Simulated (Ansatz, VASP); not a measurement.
# Ti4Ga: VASP beside Ansatz

```
CELL_PARAMETERS angstrom
-2.79181 2.79181 2.79181
2.79181 -2.79181 2.79181
2.79181 2.79181 -2.79181
ATOMIC_POSITIONS crystal
Ti 0.43897 0.43897 0.43897
Ti 0.00000 0.00000 0.56103
Ti 0.00000 0.56103 0.00000
Ti 0.56103 0.00000 0.00000
Ga 0.00000 0.00000 0.00000
```

Alike in both runs: task relaxation of cell and atoms; functional PBE; k mesh 4 × 4 × 4; occupations gaussian, width 0.1 eV; no spin polarisation.

|  | VASP | Ansatz |
| --- | --- | --- |
| version | VASP 6.6.1 | Ansatz 0.2.0 |
| potentials or method | VASP PAW PBE potentials, release 64 (Ti_sv, Ga_d), cutoff 600 eV | scalar-relativistic, plane waves, PAW |
| valence electrons in the cell | 61 | 61 |

|  | VASP | Ansatz | Ansatz less VASP |
| --- | --- | --- | --- |
| gap on the k mesh at the Fermi level, each at its own relaxed structure (eV) | none | none | - |
| relaxed volume (Å³/atom) | 20.01 | 20.02 | +0.014 |
| relaxed cell length with the largest relative difference (Å) | 5.065 | 5.067 | +0.0012 |

A gap of «none» marks a metal or a gap that the smearing closes.

The k mesh is coarse, so the values compare programs but aren't converged.
